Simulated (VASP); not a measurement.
Crystal: CsH2.

```xyz
3
Lattice="3.8654 0.0000 0.0000 -1.9327 3.3476 0.0000 0.0000 0.0000 4.1736" Properties=species:S:1:pos:R:3 pbc="T T T"
Cs    0.0000    0.0000    0.0000
H     0.0000    2.2317    2.0868
H     1.9327    1.1159    2.0868
```

```yaml
Program: VASP 6.6.1
Task: relaxation of cell and atoms
Functional: PBE
Potentials_or_basis: VASP PAW PBE potentials, release 64 (Cs_sv, H)
Cutoff: 600 eV
k_mesh: 12 × 12 × 12
Occupations: gaussian, width 0.1 eV
Spin: no spin polarisation
```

At the start: pressure 1.2 GPa; volume 18.00 Å³/atom.

How do energy, volume and symmetry change on relaxing?

Over 6 steps the energy falls by 6.7 meV/atom and the volume is 19.45 Å³/atom (+8.1 %); space group P6/mmm (No. 191, to 0.1 Å) before and after.

The path:
```tsv
step	energy change (eV)	largest force (eV/Å)	pressure (GPa)	volume (Å³)
1	0.0000	0.0000	1.17	54.01
2	-0.0076	0.0000	0.82	55.04
3	-0.0172	0.0000	0.09	57.57
4	-0.0179	0.0000	-0.14	58.45
5	-0.0193	0.0000	-0.09	58.42
6	-0.0201	0.0000	0.03	58.36
```

Final structure:
```cif
data_structure
_symmetry_space_group_name_H-M 'P 1'
_symmetry_Int_Tables_number 1
_cell_length_a 4.0275
_cell_length_b 4.0275
_cell_length_c 4.1543
_cell_angle_alpha 90.000
_cell_angle_beta 90.000
_cell_angle_gamma 120.000
_cell_volume 58.36
loop_
_atom_site_label
_atom_site_type_symbol
_atom_site_fract_x
_atom_site_fract_y
_atom_site_fract_z
_atom_site_occupancy
Cs1 Cs 0.00000 0.00000 0.00000 1
H1 H 0.33333 0.66667 0.50000 1
H2 H 0.66667 0.33333 0.50000 1
```

Caveat: an odd number of electrons without spin polarisation forces a metal; a magnetic or distorted state may lie lower.
